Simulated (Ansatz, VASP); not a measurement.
C in VASP and in Ansatz

```
C
1.0
     0.00000    1.78574    1.78574
     1.78574    0.00000    1.78574
     1.78574    1.78574    0.00000
C
2
Direct
  0.00000 0.00000 0.00000
  0.25000 0.25000 0.25000
```

Alike in both runs: functional PBE; k mesh 12 × 12 × 12; occupations tetrahedron; no spin polarisation.

Ansatz relaxed the structure, and its values are those at the end. VASP's run is a single point on that final structure, the one shown.

```csv
,VASP,Ansatz
version,VASP 6.6.1,Ansatz 0.2.0
potentials or method,"VASP PAW PBE potentials, release 64 (C), cutoff 600 eV","scalar-relativistic, plane waves, PAW"
valence electrons in the cell,8,8
```

```csv
,VASP,Ansatz,Ansatz less VASP
gap on the k mesh at the Fermi level (eV),4.14,4.15,+0.006
pressure (GPa),0.0,0.0,+0.01
```

Ansatz's warnings: band table not solved further, forces under tetrahedra, tetrahedron derivatives may miss energy slope.
